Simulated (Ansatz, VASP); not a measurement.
## One calculation of C, two programs

```
C
1.0
     0.00000    1.79460    1.76617
     1.79460    0.00000    1.76617
     1.79460    1.79460    0.00000
C
2
Direct
  0.00000 0.00000 0.00000
  0.25000 0.25000 0.25000
```

Change from the starting cell: strained cell.

Alike in both runs: functional PBEsol; k mesh 10 × 10 × 10; occupations gaussian, width 0.02 eV; no spin polarisation.

Ansatz relaxed the structure, and its values are those at the end. VASP's run is a single point on that final structure, the one shown.

```csv
,VASP,Ansatz
version,VASP 6.6.1,Ansatz 0.2.0
potentials or method,"VASP PAW PBE potentials, release 64 (C), cutoff 600 eV","scalar-relativistic, plane waves, PAW"
valence electrons in the cell,8,8
```

|  | VASP | Ansatz | Ansatz less VASP |
| --- | --- | --- | --- |
| gap on the k mesh at the Fermi level (eV) | 3.62 | 3.63 | +0.009 |
| least direct gap on the mesh (eV) | 5.25 | 5.25 | +0.001 |
| pressure (GPa) | -5.6 | -6.1 | -0.42 |

VASP's potentials were made for PBE, not for PBEsol, and Ansatz warns of the same on its side. Ansatz's warnings: stress scf threshold loose.
